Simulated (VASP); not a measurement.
# ZrSe2 (P-3m1) in VASP: relaxation of cell and atoms with r2SCAN

Aim: the relaxation of cell and atoms of ZrSe2 with r2SCAN.

Program: VASP 6.6.1. These are calculated values, not measurements. Logs are shortened: lines on timing, memory, paths and dates and some standing lists are left out, and cuts for length are marked.

**1. The cell of the first run**

The structure is trigonal, space group P-3m1 (No. 164). Conventional cell: a = 3.798 Å, b = 3.798 Å, c = 6.192 Å, α = 90.00°, β = 90.00°, γ = 120.00°. Zr (site symmetry -3m) has 6 Se at 2.68 Å within 3.5 Å. Se (site symmetry 3m) has 3 Zr at 2.68 Å within 3.5 Å.

**2. Relaxation of cell and atoms, r2SCAN**

The input, POSCAR:

```
ZrSe2
1.0
    3.7980000000      0.0000000000      0.0000000000
   -1.8990000000      3.2891644836      0.0000000000
    0.0000000000      0.0000000000      6.1920000000
Zr Se
1 2
Direct
    0.0000000000      0.0000000000      0.0000000000
    0.3333333333      0.6666666667      0.2500000000
    0.6666666667      0.3333333333      0.7500000000
```

The input, INCAR.step1:

```
SYSTEM = ZrSe2
  ALGO = Normal
  EDIFF = 1E-5
  EDIFFG = -0.005
  ENCUT = 550
  GGA = PE
  GGA_COMPAT = .False.
  IBRION = 2
  ISIF = 3
  ISMEAR = -1
  LASPH = .True.
  LCHARG = .False.
  LREAL = .False.
  LWAVE = .True.
  NELM = 120
  NELMIN = 4
  NSW = 100
  PREC = Accurate
  SIGMA = 0.05
```

The input, INCAR.step2:

```
SYSTEM = ZrSe2
  ALGO = Normal
  EDIFF = 1E-7
  EDIFFG = -0.002
  ENCUT = 550
  GGA_COMPAT = .False.
  IBRION = 2
  ISIF = 3
  ISMEAR = -1
  ISTART = 1
  LASPH = .True.
  LCHARG = .False.
  LMIXTAU = .True.
  LREAL = .False.
  LWAVE = .False.
  METAGGA = R2SCAN
  NELM = 120
  NELMIN = 4
  NSW = 100
  PREC = Accurate
  SIGMA = 0.05
```

The input, KPOINTS:

```
k-points
0
Gamma
  10 10 6
  0 0 0
```

Potentials or basis: VASP PAW PBE potentials, release 64 (Zr_sv, Se).

Started as:

```sh
cat potpaw_PBE.64/Zr_sv/POTCAR potpaw_PBE.64/Se/POTCAR > POTCAR
cp INCAR.step1 INCAR
mpirun -np 1 vasp_std > vasp.out
cp INCAR.step2 INCAR
mpirun -np 1 vasp_std > vasp.out
```

OUTCAR:

```text
SYSTEM = ZrSe2
   EDIFF = 1E-7
   EDIFFG = -0.002
   ENCUT = 550
   IBRION = 2
   ISIF = 3
   ISMEAR = -1
   ISTART = 1
   LASPH = .True.
   LREAL = .False.
   METAGGA = R2SCAN
   NELM = 120
   NELMIN = 4
   NSW = 100
   PREC = Accurate

 ion  position               nearest neighbor table
   1  0.000  0.000  0.000-   2 2.68   3 2.68   3 2.68   2 2.68   3 2.68   2 2.68
   2  0.333  0.667  0.250-   1 2.68   1 2.68   1 2.68
   3  0.667  0.333  0.750-   1 2.68   1 2.68   1 2.68

  LATTYP: Found a hexagonal cell.
 ALAT       =     3.7980000000
 C/A-ratio  =     1.6303317536

  Lattice vectors:

 A1 = (   3.7980000000,   0.0000000000,   0.0000000000)
 A2 = (  -1.8990000000,   3.2891644836,   0.0000000000)
 A3 = (   0.0000000000,   0.0000000000,   6.1920000000)

Analysis of symmetry for initial positions (statically):
=====================================================================
 Subroutine PRICEL returns:
 Original cell was already a primitive cell.

 Routine SETGRP: Setting up the symmetry group for a
 hexagonal supercell.

 Subroutine GETGRP returns: Found 12 space group operations
 (whereof 12 operations were pure point group operations)
 out of a pool of 24 trial point group operations.

The static configuration has the point symmetry D_3d.

Analysis of symmetry for dynamics (positions and initial velocities):
=====================================================================
 Subroutine PRICEL returns:
 Original cell was already a primitive cell.

 Routine SETGRP: Setting up the symmetry group for a
 hexagonal supercell.

 Subroutine GETGRP returns: Found 12 space group operations
 (whereof 12 operations were pure point group operations)
 out of a pool of 24 trial point group operations.

The dynamic configuration has the point symmetry D_3d.

 Subroutine INISYM returns: Found 12 space group operations
 (whereof 12 operations are pure point group operations),
 and found     1 'primitive' translations

----------------------------------------------------------------------------------------

                                     Primitive cell

  volume of cell :      77.3520

  direct lattice vectors                    reciprocal lattice vectors
     3.798000000  0.000000000  0.000000000     0.263296472  0.152014289  0.000000000
    -1.899000000  3.289164484  0.000000000     0.000000000  0.304028578  0.000000000
     0.000000000  0.000000000  6.192000000     0.000000000  0.000000000  0.161498708

  length of vectors
     3.798000000  3.798000000  6.192000000     0.304028578  0.304028578  0.161498708

  position of ions in fractional coordinates (direct lattice)
     0.000000000  0.000000000  0.000000000
     0.333333333  0.666666667  0.250000000
     0.666666667  0.333333333  0.750000000

  ion indices of the primitive-cell ions
   primitive index   ion index
                 1           1
                 2           2
                 3           3

----------------------------------------------------------------------------------------

 KPOINTS: k-points

Automatic generation of k-mesh.
 Grid dimensions read from file:
 generate k-points for:   10   10    6

 Generating k-lattice:

  Cartesian coordinates                     Fractional coordinates (reciprocal lattice)
     0.026329647  0.015201429  0.000000000     0.100000000  0.000000000  0.000000000
     0.000000000  0.030402858  0.000000000     0.000000000  0.100000000  0.000000000
     0.000000000  0.000000000  0.026916451     0.000000000  0.000000000  0.166666667

  Length of vectors
     0.030402858  0.030402858  0.026916451

  Shift w.r.t. Gamma in fractional coordinates (k-lattice)
     0.000000000  0.000000000  0.000000000

 Subroutine IBZKPT returns following result:
 ===========================================

 Found     72 irreducible k-points:

 Following reciprocal coordinates:
            Coordinates               Weight
  0.000000  0.000000  0.000000      1.000000
  0.100000 -0.000000  0.000000      6.000000
  0.200000 -0.000000  0.000000      6.000000
  0.300000 -0.000000  0.000000      6.000000
  0.400000 -0.000000  0.000000      6.000000
  0.500000  0.000000  0.000000      3.000000
[... 16 lines left out ...]
  0.000000  0.400000  0.166667      6.000000
  0.500000  0.000000  0.166667      6.000000
 [... further k-points ...]
   k-points           NKPTS =     72   k-points in BZ     NKDIM =     72   number of bands    NBANDS=     16
   number of dos      NEDOS =    301   number of ions     NIONS =      3
   total plane-waves  NPLWV =  43200
   dimension x,y,z NGX =    30 NGY =   30 NGZ =   48
   dimension x,y,z NGXF=    60 NGYF=   60 NGZF=   96
   ions per type =               1   2
   NGX,Y,Z   is equivalent  to a cutoff of  13.13, 13.13, 12.89 a.u.
   NGXF,Y,Z  is equivalent  to a cutoff of  26.26, 26.26, 25.77 a.u.
 SYSTEM =  ZrSe2
   PREC   = accura    normal or accurate (medium, high low for compatibility)
   ISTART =      1    job   : 0-new  1-cont  2-samecut
   ICHARG =      0    charge: 1-file 2-atom 10-const
   ISPIN  =      1    spin polarized calculation?
   LNONCOLLINEAR =      F non collinear calculations
   LSORBIT =      F    spin-orbit coupling
   LASPH  =      T    aspherical Exc in radial PAW
   ENCUT  =  550.0 eV  40.42 Ry    6.36 a.u.   7.26  7.26 11.84*2*pi/ulx,y,z
   NELM   =    120;   NELMIN=  4; NELMDL=  0     # of ELM steps
   EDIFF  = 0.1E-06   stopping-criterion for ELM
   LREAL  =      F    real-space projection
   EDIFFG = -.2E-02   stopping-criterion for IOM
   NSW    =    100    number of steps for IOM
   IBRION =      2    ionic relax: 0-MD 1-quasi-New 2-CG
   NFREE  =      1    steps in history (QN), initial steepest desc. (CG)
   ISIF   =      3    stress and relaxation
   ISYM   =      2    0-nonsym 1-usesym 2-fastsym
   POTIM  = 0.5000    time-step for ionic-motion
   TEBEG  =    0.0;   TEEND  =   0.0 temperature during run
   PSTRESS=    0.0 pullay stress
   NELECT =      24.0000    total number of electrons
   NUPDOWN=      -1.0000    fix difference up-down
   EMIN   =  10.00;   EMAX   =-10.00  energy-range for DOS
   EFERMI =   0.00;   METHOD = LEGACY
   ISMEAR =    -1;   SIGMA  =   0.05  broadening in eV -4-tet -1-fermi 0-gaus
   EFERMI_NEDOS =   21; number of points for ismear=-14 and -15
   IALGO  =     38    algorithm
   IMIX   =      4    mixing-type and parameters
     AMIX     =   0.40;   BMIX     =  1.00
     AMIX_MAG =   1.60;   BMIX_MAG =  1.00
  volume/ion in A,a.u.               =      25.78       174.00
  Fermi-wavevector in a.u.,A,eV,Ry     =   1.108293  2.094371 16.712230  1.228314
  Thomas-Fermi vector in A             =   2.244819
   LORBIT       =      0    0 simple, 1 ext, 2 COOP (PROOUT), +10 PAW based schemes
   METAGGA = R2SCAN    functional components
   LHFCALC =     F    Hartree Fock is set to
   AEXX    =    0.0000 exact exchange contribution
   IVDW    =     0    specifies the selected vdW correction
   LEPSILON=     F    determine dielectric tensor
   LRPA    =     F    only Hartree local field effects (RPA)
 conjugate gradient relaxation of ions
 non-spin polarized calculation
  energy-cutoff  :      550.00
  volume of cell :       77.35
 maximum number of plane-waves:      2298
 NGX is ok and might be reduce to    30
   NGX = 15   NGY = 15   NGZ = 23

--------------------------------------- Ionic step        1  -------------------------------------------

 number of electron      24.0000004 magnetization

 Free energy of the ion-electron system (eV)
  ---------------------------------------------------
  ext. energy  EPLUGINS =         0.00000000
  ---------------------------------------------------
  free energy    TOTEN  =       -56.10423149 eV

  energy without entropy =      -56.10420884  energy(sigma->0) =      -56.10422017

------------------------ aborting loop because EDIFF is reached ----------------------------------------

  FORCE on cell =-STRESS in cart. coord.  units (eV):
  Direction    XX          YY          ZZ          XY          YZ          ZX
  --------------------------------------------------------------------------------------
  -------------------------------------------------------------------------------------
  Total        0.5818333      0.5818333      0.9166526     -0.0000000      0.0000000     -0.0000000
  in kB       12.0514038     12.0514038     18.9864535     -0.0000000      0.0000000     -0.0000000
  external PRESSURE =      14.3630870 kB  Pullay stress =       0.0000000 kB
[... 92 lines left out ...]
  FREE ENERGIE OF THE ION-ELECTRON SYSTEM (eV)
  ---------------------------------------------------
  free  energy   TOTEN  =       -56.1103336241 eV

  energy  without entropy=      -56.1103129731  energy(sigma->0) =      -56.11032330

 E-fermi :   3.9720     XC(G=0):  -9.7486

 val. band max:        3.5922520289   @ k =   0.0000   0.0000   0.0000
 cond. band min:       4.3482556029   @ k =   0.5000   0.0000   0.5000
 fundamental gap:      0.7560035740
 Fermi energy:         3.9720049786

 k-point     1 :       0.0000    0.0000    0.0000
  band No.  band energies     occupation
      1     -47.5497      2.00000
      2     -24.8800      2.00000
      3     -24.7736      2.00000
      4     -24.7736      2.00000
      5      -9.9135      2.00000
      6      -8.7119      2.00000
[... 433 lines left out ...]
      3     -24.8349      2.00000
      4     -24.8127      2.00000
      5      -8.9738      2.00000
      6      -8.6347      2.00000
[... 8 lines left out ...]
     15       6.8784      0.00000
     16       8.7770      0.00000

 [... further k-points ...]

[... ionic steps 4 to 12 ...]

--------------------------------------- Ionic step       13  -------------------------------------------

 number of electron      24.0000003 magnetization

------------------------ aborting loop because EDIFF is reached ----------------------------------------
[... 69 lines left out ...]
--------------------------------------- Ionic step       15  -------------------------------------------

 number of electron      24.0000003 magnetization

 Free energy of the ion-electron system (eV)
  ---------------------------------------------------
  ext. energy  EPLUGINS =         0.00000000
  ---------------------------------------------------
  free energy    TOTEN  =       -56.11525874 eV

  energy without entropy =      -56.11524721  energy(sigma->0) =      -56.11525297

 E-fermi :   3.8935     XC(G=0):  -9.7005

 val. band max:        3.5148890927   @ k =   0.0000   0.0000   0.0000
 cond. band min:       4.2768091097   @ k =   0.5000   0.0000   0.5000
 fundamental gap:      0.7619200170
 Fermi energy:         3.8935146233

 k-point     1 :       0.0000    0.0000    0.0000
  band No.  band energies     occupation
      1     -47.6260      2.00000
      2     -24.9560      2.00000
      3     -24.8497      2.00000
      4     -24.8497      2.00000
      5      -9.9759      2.00000
      6      -8.7950      2.00000
[... 433 lines left out ...]
      3     -24.9109      2.00000
      4     -24.8888      2.00000
      5      -9.0462      2.00000
      6      -8.7049      2.00000
[... 8 lines left out ...]
     15       6.8021      0.00000
     16       8.6977      0.00000

 [... further k-points ...]

------------------------ aborting loop because EDIFF is reached ----------------------------------------

  FORCE on cell =-STRESS in cart. coord.  units (eV):
  Direction    XX          YY          ZZ          XY          YZ          ZX
  --------------------------------------------------------------------------------------
  -------------------------------------------------------------------------------------
  Total        0.0052334      0.0052334      0.0050211     -0.0000000      0.0000000     -0.0000000
  in kB        0.1040520      0.1040520      0.0998299     -0.0000000      0.0000000     -0.0000000
  external PRESSURE =       0.1026446 kB  Pullay stress =       0.0000000 kB
[... 18 lines left out ...]
  FREE ENERGIE OF THE ION-ELECTRON SYSTEM (eV)
  ---------------------------------------------------
  free  energy   TOTEN  =       -56.1152587403 eV

  energy  without entropy=      -56.1152472086  energy(sigma->0) =      -56.11525297

 reached required accuracy - stopping structural energy minimisation
```

Wall time 42 min (1 thread of Intel Xeon 6975P-C (Granite Rapids), shared host); peak memory 0.29 GiB.

Results:

- Free energy: -56.1153 eV
- Relaxed volume: 26.86 Å³/atom
- Relaxed cell: a = 3.810 Å, b = 3.810 Å, c = 6.411 Å, α = 90.00°, β = 90.00°, γ = 120.00°
- Space group after relaxing (to 0.1 Å): P-3m1 (No. 164)
- Energy gained by relaxing: 3.7 meV/atom
- Ionic steps: 15
- Pressure after relaxing: 0.0 GPa
- Band gap on the k mesh: 0.76 eV (least direct gap 1.43 eV)

Step by step:
```
step  energy change (eV)  largest force (eV/Å)  pressure (GPa)  volume (Å³)
   1              0.0000                0.1586            1.44        77.35
   2              0.0020                0.3018           -1.57        79.97
   3             -0.0061                0.0595           -0.01        78.55
   4             -0.0070                0.0645            0.02        78.64
   5             -0.0083                0.0812            0.10        78.91
   6             -0.0092                0.0634            0.09        79.18
   7             -0.0107                0.0102            0.05        79.97
   8             -0.0108                0.0132            0.04        80.33
   9             -0.0109                0.0189           -0.13        80.66
  10             -0.0110                0.0120           -0.10        80.59
  11             -0.0110                0.0010            0.04        80.59
  12             -0.0110                0.0038            0.00        80.59
  13             -0.0110                0.0038            0.00        80.59
  14             -0.0110                0.0041            0.00        80.59
  15             -0.0110                0.0007            0.01        80.58
```

Final structure:
```
CELL_PARAMETERS angstrom
3.80968 0.00000 0.00000
-1.90484 3.29928 0.00000
0.00000 0.00000 6.41120
ATOMIC_POSITIONS crystal
Zr 0.00000 0.00000 0.00000
Se 0.33333 0.66667 0.24373
Se 0.66667 0.33333 0.75627
```

Levels at points of the mesh, in eV from the valence-band top:
```csv
k point,band 8,band 9,band 10,band 11,band 12,band 13,band 14,band 15,band 16
"(0.00, 0.00, 0.00)",-2.68,-2.68,-0.12,0.00,0.00,1.43,1.43,1.98,4.70
"(0.50, 0.00, 0.00)",-2.95,-2.57,-2.49,-1.97,-1.26,0.94,2.92,3.29,5.27
"(0.00, 0.00, 0.50)",-2.65,-2.65,-1.85,-0.11,-0.11,1.41,1.41,2.39,4.98
"(0.50, 0.00, 0.50)",-3.45,-2.61,-2.49,-1.04,-1.04,0.76,2.91,3.27,4.87
```

Caveat: semilocal functionals underestimate gaps, and a narrow one can read as zero; the PAW data sets were made with another functional, which shifts forces and pressure a little. A k mesh can miss the band edges.
